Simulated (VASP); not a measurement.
Input of a VASP 6.6.1 run:

INCAR

```
  ALGO = Normal
  EDIFF = 1E-7
  ENCUT = 520
  ISIF = 2
  ISMEAR = 1
  LASPH = T
  LCHARG = F
  LREAL = F
  LWAVE = F
  NBANDS = 34
  NELM = 60
  PREC = Accurate
  SIGMA = 0.05
```

Contents of KPOINTS:

```
k-points
0
Gamma
  6 6 6
```

Contents of POSCAR:

```
Tc3Sn
1.0
    0.0000000000      3.0941882453      3.0941882453
    3.0941882453      0.0000000000      3.0941882453
    3.0941882453      3.0941882453      0.0000000000
Sn Tc
1 3
Direct
    0.0000000000      0.0000000000      0.0000000000
    0.5000000000      0.5000000000      0.5000000000
    0.2500000000      0.2500000000      0.2500000000
    0.7500000000      0.7500000000      0.7500000000
```

Potentials or basis: VASP PAW LDA potentials, release 64 (Sn_d, Tc_pv).

The run is started by

```console
$ cat potpaw_LDA.64/Sn_d/POTCAR potpaw_LDA.64/Tc_pv/POTCAR > POTCAR
$ mpirun -np 1 vasp_std > vasp.out
```

Q: What does it give for the pressure?

A: 4.6 GPa.

Q: Estimate the band gap on the k mesh.

A: Zero (an odd number of electrons rules out a gap without spin polarisation).

Caveat: the cell stands under pressure; spin-orbit coupling is left out, which moves the levels of the heavy elements.
